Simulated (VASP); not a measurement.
Here is a VASP 6.6.1 calculation.

INCAR

```
SYSTEM = Si4Ru
PREC     = Accurate       ! precision mode
ENCUT    = 520            ! plane-wave cutoff, eV
EDIFF    = 1E-7           ! SCF threshold, eV
ISMEAR   = 0              ! smearing method
SIGMA    = 0.1            ! smearing width, eV
LREAL    = .FALSE.        ! projectors in reciprocal space
LASPH    = .TRUE.         ! aspherical terms in the spheres
NELM     = 150            ! most SCF steps
ALGO     = Normal         ! electronic algorithm
ISIF     = 2              ! what is computed and relaxed
LWAVE    = .FALSE.        ! write WAVECAR
LCHARG   = .FALSE.        ! write CHGCAR
ISPIN    = 2              ! spin polarisation
MAGMOM   = 0 0 0 0 1      ! initial moments
LORBIT   = 11             ! projections on sites
LMAXMIX  = 4              ! l up to which the mixer works
GGA      = PE             ! functional
NBANDS   = 27             ! bands
```

File KPOINTS:

```
Automatic mesh
0
G
  4 4 4
  0 0 0
```

POSCAR

```
Si4Ru
1.0
   -2.7583363259      2.7583363259      2.7583363259
    2.7583363259     -2.7583363259      2.7583363259
    2.7583363259      2.7583363259     -2.7583363259
Si Ru
4 1
Direct
    0.0000000000      0.0000000000      0.5000000000
    0.0000000000      0.5000000000      0.0000000000
    0.5000000000      0.0000000000      0.0000000000
    0.5000000000      0.5000000000      0.5000000000
    0.0000000000      0.0000000000      0.0000000000
```

Potentials or basis: VASP PAW PBE potentials, release 64 (Si, Ru_pv).

Launch:

```bash
$ cat potpaw_PBE.64/Si/POTCAR potpaw_PBE.64/Ru_pv/POTCAR > POTCAR
$ mpirun -np 1 vasp_std > vasp.out
```

Question: What does it give for the pressure?

Answer: 0.1 GPa.

Question: Estimate the net moment.

Answer: 0.00 μB per cell.

Question: Predict the band gap on the k mesh.

Answer: Zero (filled and empty bands overlap).

Caveat: the k points lie up to 0.40 Å⁻¹ apart.
